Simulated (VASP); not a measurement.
Here is a VASP 6.6.1 calculation.

INCAR

```
PREC = Accurate ; ENCUT = 520
EDIFF = 1E-6 ; ISMEAR = 0
SIGMA = 0.05 ; LREAL = False
LASPH = True ; NELM = 100
ALGO = Normal ; ISIF = 2
LWAVE = False ; LCHARG = True
GGA = PE ; IVDW = 12
LELF = True ; LVHAR = True
NBANDS = 20
```

File KPOINTS:

```
regular mesh
0
Gamma
  9 9 4
```

The input POSCAR:

```
WSe2
1.0
    3.4347696443      0.0000000000      0.0000000000
   -1.7173848222      2.9745977681      0.0000000000
    0.0000000000      0.0000000000      6.3845498149
W Se
1 2
Direct
    0.0000000000      0.0000000000      0.0000000000
    0.3333333333      0.6666666667      0.2762384783
    0.3333333333      0.6666666667      0.7237615217
```

Potentials or basis: VASP PAW PBE potentials, release 64 (W_sv, Se).

Launch:

```sh
$ cat potpaw_PBE.64/W_sv/POTCAR potpaw_PBE.64/Se/POTCAR > POTCAR
$ mpirun -np 1 vasp_std > vasp.out
```

**Question.** Estimate the dispersion energy per atom.

**Answer.** -0.433 eV.

**Question.** What does it give for the largest force?

**Answer.** 2.886 eV/Å.

Forces on the atoms (eV/Å):
```
W    0.000  0.000  0.000
Se   0.000  0.000 -2.886
Se   0.000  0.000  2.886
```

Caveat: the cell stands under tension; forces of over 1 eV/Å act on the atoms, so gaps and moduli don't describe the material at rest.
